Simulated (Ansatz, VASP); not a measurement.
MgB2 in VASP and in Ansatz

```
Mg B
1.0
     3.08500    0.00000    0.00000
    -1.54250    2.67169    0.00000
     0.00000    0.00000    3.52300
Mg B
1 2
Cartesian
  0.0000 0.0000 0.0000
  1.5425 0.8906 1.7615
  0.0000 1.7811 1.7615
```

Alike in both runs: task relaxation of cell and atoms; functional PBEsol; k mesh 10 × 10 × 8; occupations fermi-dirac, width 0.05 eV; no spin polarisation.

|  | VASP | Ansatz |
| --- | --- | --- |
| version | VASP 6.6.1 | Ansatz 0.2.0 |
| potentials or method | VASP PAW PBE potentials, release 64 (Mg, B) | Ansatz PAW |
| plane-wave cutoff (eV) | 600 | 420 |
| valence electrons in the cell | 8 | 16 |

VASP gave:

```
relaxed volume (Å³/atom)                                     : 9.47
relaxed cell length with the largest relative difference (Å) : 3.481
```

Task: Estimate Ansatz's values.

Result: Relaxed volume (Å³/atom): 9.47; relaxed cell length with the largest relative difference (Å): 3.483.

VASP's potentials were made for PBE, not for PBEsol. VASP's potentials hold 8 valence electrons a cell and Ansatz's 16, so a difference there can come from the potentials and not from the codes.

Noted on Ansatz's run: the plane-wave basis is chosen anew once the cell has moved, so the energies of steps on either side of that aren't comparable.
